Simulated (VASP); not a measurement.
# Ti (P6_3/mmc) in VASP: further runs

Runs on Ti. Level: r2SCAN50. Tasks: single point.

Everything below comes from runs of VASP 6.6.1. Logs are shortened: lines on timing, memory, paths and dates and some standing lists are left out, and cuts for length are marked.

### Step 1. The cell of the first run

The structure is hexagonal, space group P6_3/mmc (No. 194). The conventional cell has a = 2.890 Å, b = 2.890 Å, c = 4.584 Å, α = 90.00°, β = 90.00°, γ = 120.00°. Within 3.7 Å of Ti (site symmetry -6m2) lie 12 Ti at 2.84 to 2.89 Å.

### Step 2. Single point, r2SCAN50

POSCAR

```
Ti
1.0
    2.8897790207      0.0000000000      0.0000000000
   -1.4448895104      2.5026220433      0.0000000000
    0.0000000000      0.0000000000      4.5844629888
Ti
2
Direct
    0.6666666667      0.3333333333      0.7500000000
    0.3333333333      0.6666666667      0.2500000000
```

INCAR.step1

```
ALGO     = Normal         # electronic algorithm
EDIFF    = 1E-5           # SCF threshold, eV
ENCUT    = 520            # plane-wave cutoff, eV
GGA      = PE             # functional
ISIF     = 2              # what is computed and relaxed
ISMEAR   = -1             # smearing method
LASPH    = True           # aspherical terms in the spheres
LCHARG   = False          # write CHGCAR
LREAL    = False          # projectors in reciprocal space
LWAVE    = True           # write WAVECAR
NBANDS   = 19             # bands
NELM     = 100            # most SCF steps
PREC     = Accurate       # precision mode
SIGMA    = 0.05           # smearing width, eV
```

INCAR.step2

```
AEXX     = 0.5            # exact-exchange fraction
ALGO     = Normal         # electronic algorithm
EDIFF    = 1E-7           # SCF threshold, eV
ENCUT    = 520            # plane-wave cutoff, eV
ISIF     = 2              # what is computed and relaxed
ISMEAR   = -1             # smearing method
ISTART   = 1            
LASPH    = True           # aspherical terms in the spheres
LCHARG   = False          # write CHGCAR
LHFCALC  = True           # exact exchange
LMIXTAU  = True         
LREAL    = False          # projectors in reciprocal space
LWAVE    = False          # write WAVECAR
METAGGA  = R2SCAN         # meta-GGA
NBANDS   = 19             # bands
NELM     = 100            # most SCF steps
PREC     = Accurate       # precision mode
PRECFOCK = Normal       
SIGMA    = 0.05           # smearing width, eV
```

KPOINTS

```
k-points
0
Gamma
  5 5 3
```

Potentials or basis: VASP PAW PBE potentials, release 64 (Ti_sv).

On the command line:

```sh
$ cat potpaw_PBE.64/Ti_sv/POTCAR > POTCAR
$ cp INCAR.step1 INCAR
$ mpirun -np 1 vasp_std > vasp.out
$ cp INCAR.step2 INCAR
$ mpirun -np 1 vasp_std > vasp.out
```

OUTCAR:

```text
AEXX = 0.5
   EDIFF = 1E-7
   ENCUT = 520
   ISIF = 2
   ISMEAR = -1
   ISTART = 1
   LASPH = True
   LHFCALC = True
   LREAL = False
   METAGGA = R2SCAN
   NELM = 100
   PREC = Accurate
   PRECFOCK = Normal

 ion  position               nearest neighbor table
   1  0.667  0.333  0.750-   2 2.84   2 2.84   2 2.84   2 2.84   2 2.84   2 2.84
   2  0.333  0.667  0.250-   1 2.84   1 2.84   1 2.84   1 2.84   1 2.84   1 2.84

  LATTYP: Found a hexagonal cell.
 ALAT       =     2.8897790207
 C/A-ratio  =     1.5864406780

  Lattice vectors:

 A1 = (   2.8897790207,   0.0000000000,   0.0000000000)
 A2 = (  -1.4448895104,   2.5026220433,   0.0000000000)
 A3 = (   0.0000000000,   0.0000000000,   4.5844629888)

Analysis of symmetry for initial positions (statically):
=====================================================================
 Subroutine PRICEL returns:
 Original cell was already a primitive cell.

 Routine SETGRP: Setting up the symmetry group for a
 hexagonal supercell.

 Subroutine GETGRP returns: Found 24 space group operations
 (whereof 12 operations were pure point group operations)
 out of a pool of 24 trial point group operations.

The static configuration has the point symmetry D_3d.
 The point group associated with its full space group is D_6h.

Analysis of symmetry for dynamics (positions and initial velocities):
=====================================================================
 Subroutine PRICEL returns:
 Original cell was already a primitive cell.

 Routine SETGRP: Setting up the symmetry group for a
 hexagonal supercell.

 Subroutine GETGRP returns: Found 24 space group operations
 (whereof 12 operations were pure point group operations)
 out of a pool of 24 trial point group operations.

The dynamic configuration has the point symmetry D_3d.
 The point group associated with its full space group is D_6h.

 Subroutine INISYM returns: Found 24 space group operations
 (whereof 12 operations are pure point group operations),
 and found     1 'primitive' translations

----------------------------------------------------------------------------------------

                                     Primitive cell

  volume of cell :      33.1549

  direct lattice vectors                    reciprocal lattice vectors
     2.889779021  0.000000000  0.000000000     0.346047221  0.199790456  0.000000000
[... 75 lines left out ...]
   IBRION =     -1    ionic relax: 0-MD 1-quasi-New 2-CG
   NFREE  =      0    steps in history (QN), initial steepest desc. (CG)
   ISIF   =      2    stress and relaxation
   ISYM   =      3    0-nonsym 1-usesym 2-fastsym
   POTIM  = 0.5000    time-step for ionic-motion
   TEBEG  =    0.0;   TEEND  =   0.0 temperature during run
   PSTRESS=    0.0 pullay stress
   NELECT =      24.0000    total number of electrons
   NUPDOWN=      -1.0000    fix difference up-down
   EMIN   =  10.00;   EMAX   =-10.00  energy-range for DOS
   EFERMI =   0.00;   METHOD = LEGACY
   ISMEAR =    -1;   SIGMA  =   0.05  broadening in eV -4-tet -1-fermi 0-gaus
   EFERMI_NEDOS =   21; number of points for ismear=-14 and -15
   IALGO  =     38    algorithm
   IMIX   =      1    mixing-type and parameters
     AMIX     =   0.40;   BMIX     =  1.00
     AMIX_MAG =   1.60;   BMIX_MAG =  1.00
  volume/ion in A,a.u.               =      16.58       111.87
  Fermi-wavevector in a.u.,A,eV,Ry     =   1.469927  2.777759 29.397912  2.160686
  Thomas-Fermi vector in A             =   2.585245
   LORBIT       =      0    0 simple, 1 ext, 2 COOP (PROOUT), +10 PAW based schemes
   METAGGA = R2SCAN    functional components
   LHFCALC =     T    Hartree Fock is set to
   PRECFOCK=normal    Normal, Fast or Accurate (Low or Medium for compatibility)
   ENCUT4O =  -1.0   cutoff for four orbital integrals eV
   NKREDX  =     1    reduce k-point grid by
   NKREDY  =     1    reduce k-point grid by
   NKREDZ  =     1    reduce k-point grid by
   AEXX    =    0.5000 exact exchange contribution
   HFSCREEN=    0.0000 screening length (either q_TF or 0.3 A-1)
   HFSCREENC=   0.0000 screening length for correlation (either q_TF or 0.3 A-1)
   ENCUTFOCK=  -1.0 apply spherical cutoff to Coloumb kernel
   IVDW    =     0    specifies the selected vdW correction
   LEPSILON=     F    determine dielectric tensor
   LRPA    =     F    only Hartree local field effects (RPA)
 non-spin polarized calculation
  energy-cutoff  :      520.00
  volume of cell :       33.15
 maximum number of plane-waves:       917
 NGX is ok and might be reduce to    24
  NGX = 18; NGY = 18; NGZ = 28

 number of electron      24.0000001 magnetization

 Free energy of the ion-electron system (eV)
  ---------------------------------------------------
  ext. energy  EPLUGINS =         0.00000000
  ---------------------------------------------------
  free energy    TOTEN  =       -32.13636420 eV

  energy without entropy =      -32.12736563  energy(sigma->0) =      -32.13186491

 E-fermi :   9.5247     XC(G=0):  -6.9549

 val. band max:        8.6932734154   @ k =   0.4000   0.2000   0.3333
 cond. band min:       9.5796787173   @ k =   0.2000   0.0000   0.3333
 fundamental gap:      0.8864053019
 Fermi energy:         9.5247464551

 k-point     1 :       0.0000    0.0000    0.0000
  band No.  band energies     occupation
      1     -59.3029      2.00000
      2     -59.1146      2.00000
      3     -32.3273      2.00000
      4     -31.4604      2.00000
      5     -31.4604      2.00000
      6     -31.3616      2.00000
[... 197 lines left out ...]
      6     -31.6603      2.00000
[... 11 lines left out ...]
     18      15.2211      0.00000
     19      17.0160      0.00000

------------------------ aborting loop because EDIFF is reached ----------------------------------------

  FORCE on cell =-STRESS in cart. coord.  units (eV):
  Direction    XX          YY          ZZ          XY          YZ          ZX
  --------------------------------------------------------------------------------------
  -------------------------------------------------------------------------------------
  Total        0.7188745      0.7188745      0.3731244     -0.0000000      0.0000000     -0.0000000
  in kB       34.7388367     34.7388367     18.0308346     -0.0000000      0.0000000     -0.0000000
  external PRESSURE =      29.1695026 kB  Pullay stress =       0.0000000 kB

 VOLUME and BASIS-vectors are now :
 -----------------------------------------------------------------------------
  energy-cutoff  :      520.00
  volume of cell :       33.15
      direct lattice vectors                 reciprocal lattice vectors
     2.889779021  0.000000000  0.000000000     0.346047221  0.199790456  0.000000000
    -1.444889510  2.502622043  0.000000000     0.000000000  0.399580913  0.000000000
     0.000000000  0.000000000  4.584462989     0.000000000  0.000000000  0.218128056

 POSITION                                       TOTAL-FORCE (eV/Angst)
 -----------------------------------------------------------------------------------
      1.44489      0.83421      3.43835         0.000000      0.000000     -0.000000
     -0.00000      1.66841      1.14612        -0.000000     -0.000000      0.000000
 -----------------------------------------------------------------------------------
    total drift:                               -0.000000     -0.000000     -0.000001

  FREE ENERGIE OF THE ION-ELECTRON SYSTEM (eV)
  ---------------------------------------------------
  free  energy   TOTEN  =       -32.1363641978 eV

  energy  without entropy=      -32.1273656304  energy(sigma->0) =      -32.13186491
```

OUTCAR.step1:

```text
EDIFF = 1E-5
   ENCUT = 520
   GGA = PE
   ISIF = 2
   ISMEAR = -1
[... 427 lines left out ...]
 -----------------------------------------------------------------------------------
      1.44489      0.83421      3.43835         0.000000      0.000000      0.000000
     -0.00000      1.66841      1.14612        -0.000000     -0.000000      0.000000
 -----------------------------------------------------------------------------------
    total drift:                                0.000000     -0.000000      0.000000

  FREE ENERGIE OF THE ION-ELECTRON SYSTEM (eV)
  ---------------------------------------------------
  free  energy   TOTEN  =       -15.6574467055 eV

  energy  without entropy=      -15.6360282000  energy(sigma->0) =      -15.64673745
```

Run time: 33 min. Hardware: 1 thread of Intel Xeon Platinum 8375C at 2.90GHz (Ice Lake), shared host; peak memory 0.16 GiB.

Results:

| Property | Result |
| --- | --- |
| Free energy | -32.1364 eV |
| Pressure | 2.9 GPa |
| Band gap on the k mesh | zero (bands 12 and 13 overlap by 2.79 eV) |

Stress tensor (GPa, compression positive):
```
3.47 0.00 0.00
0.00 3.47 0.00
0.00 0.00 1.80
```

Caveat: the k points lie up to 0.50 Å⁻¹ apart, too coarse for converged energies and pressures of a metal; the PAW data sets were made with another functional, which shifts forces and pressure a little.

### Step 3. Single point, r2SCAN50

This run uses another cell than the first one, of 16.93 Å³/atom.

POSCAR

```
Ti
1.0
    2.9101302477      0.0000000000      0.0000000000
   -1.4550651239      2.5202467229      0.0000000000
    0.0000000000      0.0000000000      4.6167490031
Ti
2
Direct
    0.6666666667      0.3333333333      0.7500000000
    0.3333333333      0.6666666667      0.2500000000
```

INCAR.step1

```
PREC = Accurate
ENCUT = 520
EDIFF = 1E-5
ISMEAR = -1
SIGMA = 0.05
LREAL = False
LASPH = True
NELM = 60
ALGO = Normal
ISIF = 2
LWAVE = True
GGA = PE
NBANDS = 19
```

INCAR.step2

```
PREC = Accurate
ENCUT = 520
EDIFF = 1E-7
ISMEAR = -1
SIGMA = 0.05
LREAL = False
LASPH = True
NELM = 60
ALGO = Normal
ISIF = 2
LWAVE = False
LCHARG = True
METAGGA = R2SCAN
LHFCALC = True
AEXX = 0.5
LMIXTAU = True
PRECFOCK = Normal
LELF = True
LVHAR = True
ISTART = 1
NBANDS = 19
```

KPOINTS

```
regular mesh
0
Gamma
  5 5 3
```

Potentials or basis: VASP PAW PBE potentials, release 64 (Ti_sv).

On the command line:

```sh
$ cat potpaw_PBE.64/Ti_sv/POTCAR > POTCAR
$ cp INCAR.step1 INCAR
$ mpirun -np 1 vasp_std > vasp.out
$ cp INCAR.step2 INCAR
$ mpirun -np 1 vasp_std > vasp.out
```

Run time: 30 min. Hardware: 1 thread of Intel Xeon Platinum 8375C at 2.90GHz (Ice Lake), shared host; peak memory 0.16 GiB.

It converged, with:

* Free energy: -32.1428 eV
* Pressure: -0.3 GPa
* Band gap on the k mesh: zero (bands 12 and 13 overlap by 2.75 eV)

Stress tensor (GPa, compression positive):
```
 0.33  0.00  0.00
 0.00  0.33  0.00
 0.00  0.00 -1.44
```

Levels at points of the mesh, in eV from the Fermi level:
```
           k point  band 10  band 11  band 12  band 13  band 14  band 15
(0.00, 0.00, 0.00)    -5.45    -1.63     1.92     1.92     2.32     2.88
```

Caveat: the k points lie up to 0.50 Å⁻¹ apart, too coarse for converged energies and pressures of a metal; the PAW data sets were made with another functional, which shifts forces and pressure a little.

The gap in the log of VASP goes by the Fermi energy; the results here count the filled bands.